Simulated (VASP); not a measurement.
Input of a VASP 6.6.1 run:

INCAR

```
PREC     = Accurate       # precision mode
ENCUT    = 520            # plane-wave cutoff, eV
EDIFF    = 1E-8           # SCF threshold, eV
ISMEAR   = -1             # smearing method
SIGMA    = 0.03           # smearing width, eV
LREAL    = False          # projectors in reciprocal space
LASPH    = True           # aspherical terms in the spheres
NELM     = 80             # most SCF steps
ALGO     = Normal         # electronic algorithm
ISIF     = 2              # what is computed and relaxed
LWAVE    = False          # write WAVECAR
LCHARG   = False          # write CHGCAR
GGA      = PS             # functional
LEFG     = True         
NBANDS   = 20             # bands
```

KPOINTS

```
regular mesh
0
Gamma
  14 14 11
```

Contents of POSCAR:

```
Ga
1.0
    1.4011994555     -4.0794863395      0.0000000000
    1.4011994555      4.0794863395      0.0000000000
   -0.1189955720      0.0000000000      3.3737498936
Ga
2
Direct
    0.8690000000      0.1310000000      0.2500000000
    0.1310000000      0.8690000000      0.7500000000
```

Potentials or basis: VASP PAW PBE potentials, release 64 (Ga_d).

The run is started by

```sh
$ cat potpaw_PBE.64/Ga_d/POTCAR > POTCAR
$ mpirun -np 1 vasp_std > vasp.out
```

Question: What does it give for the pressure?

Answer: -3.6 GPa.

Question: What does it give for the largest force?

Answer: 0.163 eV/Å.

Question: What does it give for the band gap on the k mesh?

Answer: Zero (bands 13 and 14 overlap by 7.74 eV).

Stress tensor (GPa, compression positive):
```
-3.64  0.00 -0.06
 0.00 -3.60  0.00
-0.06  0.00 -3.65
```

Caveat: the cell stands under tension; without QUAD_EFG the Cq values of the log hold for a quadrupole moment of 1 mb, not for the nuclei; the PAW data sets were made with another functional, which shifts forces and pressure a little.
